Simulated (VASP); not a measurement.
Write the native input for VASP 6.6.1 that does the following.

```yaml
Task: single point
Functional: PBE
Potentials_or_basis: VASP PAW PBE potentials, release 64 (Nb_sv, Te, Mo_sv)
Cutoff: 520 eV
k_mesh: 10 × 10 × 4
Occupations: gaussian, width 0.1 eV
Spin: no spin polarisation
Dipole_correction: no
Further_INCAR_settings: ALGO = Fast; EDIFF = 1e-06; NBANDS = 42
```

The structure of Nb3Te2Mo lies in POSCAR:

```
Nb3Te2Mo
1.0
    3.4280742332      0.0000000000      0.0000000000
    0.0000000000      3.4280742332      0.0000000000
    0.0000000000      0.0000000000     11.3396306310
Nb Te Mo
3 2 1
Direct
    0.0000000000      0.0000000000      0.5850232348
    0.5000000000      0.5000000000      0.1818240533
    0.0000000000      0.0000000000      0.3191315991
    0.0000000000      0.0000000000      0.0452725319
    0.5000000000      0.5000000000      0.7248891380
    0.5000000000      0.5000000000      0.4538594428
```

These files were run (other wordings do the same):

INCAR

```
SYSTEM = Nb3Te2Mo
PREC     = Accurate       ! precision mode
ENCUT    = 520            ! plane-wave cutoff, eV
EDIFF    = 1E-6           ! SCF threshold, eV
ISMEAR   = 0              ! smearing method
SIGMA    = 0.1            ! smearing width, eV
LREAL    = .FALSE.        ! projectors in reciprocal space
LASPH    = .TRUE.         ! aspherical terms in the spheres
NELM     = 60             ! most SCF steps
ALGO     = Fast           ! electronic algorithm
ISIF     = 2              ! what is computed and relaxed
LWAVE    = .FALSE.        ! write WAVECAR
LCHARG   = .TRUE.         ! write CHGCAR
GGA      = PE             ! functional
LELF     = .TRUE.         ! ELF
LVHAR    = .TRUE.       
NBANDS   = 42             ! bands
```

KPOINTS

```
regular mesh
0
G
  10 10 4
  0 0 0
```

Potentials or basis: VASP PAW PBE potentials, release 64 (Nb_sv, Te, Mo_sv).

Run with:

```console
$ cat potpaw_PBE.64/Nb_sv/POTCAR potpaw_PBE.64/Te/POTCAR potpaw_PBE.64/Mo_sv/POTCAR > POTCAR
$ mpirun -np 1 vasp_std > vasp.out
```

It gave:

```yaml
Pressure: -0.1 GPa
Largest_force: 0.016 eV/Å
Band_gap_on_the_k_mesh: zero (an odd number of electrons rules out a gap without spin polarisation)
```

Caveat: spin-orbit coupling is left out, which moves the levels of the heavy elements; this functional lacks dispersion, which binds the layers, so the pressure and a relaxed spacing across them are unreliable.

Run time: 8.7 min on 1 thread of AMD EPYC 9R45 96-Core Processor (Zen 5), with other jobs on the host, peak memory 0.44 GiB.
